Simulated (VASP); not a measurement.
Ta, 1 atom in the cell. It takes space group Im-3m (No. 229, cubic). The conventional cell has a = 3.281 Å, b = 3.281 Å, c = 3.281 Å, α = 90.00°, β = 90.00°, γ = 90.00°. Ta (site symmetry m-3m) has 14 Ta at 2.84 to 3.28 Å within 3.7 Å. 

```yaml
Program: VASP 6.6.1
Task: relaxation of cell and atoms
Functional: PBEsol
Potentials_or_basis: VASP PAW PBE potentials, release 64 (Ta_pv)
Cutoff: 600 eV
k_mesh: 20 × 20 × 20
Occupations: fermi-dirac, width 0.15 eV
Spin: no spin polarisation
Dipole_correction: no
Further_INCAR_settings: ALGO = Fast; EDIFF = 1e-07; IBRION = 2; EDIFFG = -0.001; NSW = 80; ISIF = 3
```

Potentials or basis: VASP PAW PBE potentials, release 64 (Ta_pv).

Launch:

```bash
$ cat potpaw_PBE.64/Ta_pv/POTCAR > POTCAR
$ mpirun -np 1 vasp_std > vasp.out
```

Hardware: 1 thread of Intel(R) Xeon(R) Platinum 8259CL CPU @ 2.50GHz (Skylake/Cascade Lake), with other jobs on the host.

Q: Estimate the wall time of this run.

A: Wall time 110 s on 1 thread of Intel(R) Xeon(R) Platinum 8259CL CPU @ 2.50GHz (Skylake/Cascade Lake), with other jobs on the host, peak memory 0.19 GiB. Counts: scf iterations 32, k points 256, ion steps 3.
